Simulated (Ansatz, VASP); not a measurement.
## MgPdC4N4 in VASP and in Ansatz

```
Mg Pd C N
1.0
     5.98135    0.00000    0.00000
     0.00000    5.98135    0.00000
     0.00000    0.00000    5.98135
Mg Pd C N
1 1 4 4
Cartesian
  0.0000 0.0000 0.0000
  2.9907 2.9907 2.9907
  1.1432 1.1432 1.1432
  1.1432 4.8382 4.8382
  4.8382 1.1432 4.8382
  4.8382 4.8382 1.1432
  1.8187 1.8187 1.8187
  1.8187 4.1627 4.1627
  4.1627 1.8187 4.1627
  4.1627 4.1627 1.8187
```

Alike in both runs: task single point; functional PBE; k mesh 4 × 4 × 4; occupations gaussian, width 0.1 eV; collinear spin.

|  | VASP | Ansatz |
| --- | --- | --- |
| version | VASP 6.6.1 | Ansatz 0.2.0 |
| potentials or method | VASP PAW PBE potentials, release 64 (Mg, Pd, C, N), cutoff 520 eV | scalar-relativistic, plane waves, PAW |
| valence electrons in the cell | 48 | 64 |

```csv
,VASP,Ansatz,Ansatz less VASP
gap on the k mesh at the Fermi level (eV),none,none,-
pressure (GPa),6.0,5.7,-0.32
rms of the force components (eV/Å),0.714,0.876,+0.1623
net moment per atom (μB),0.20,0.20,0.000
size of the moment on the site where the two differ most (μB),1.28,1.05,-0.231
```

Site moments also hang on the region over which each program counts them. Atom by atom the forces differ by 0.197 eV/Å (rms over components). A gap of «none» marks a metal or a gap that the smearing closes. VASP's potentials hold 48 valence electrons a cell and Ansatz's 64, so a difference there can come from the potentials and not from the codes.

Noted on VASP's run: the standard files for N, O and F lose accuracy on very short bonds.
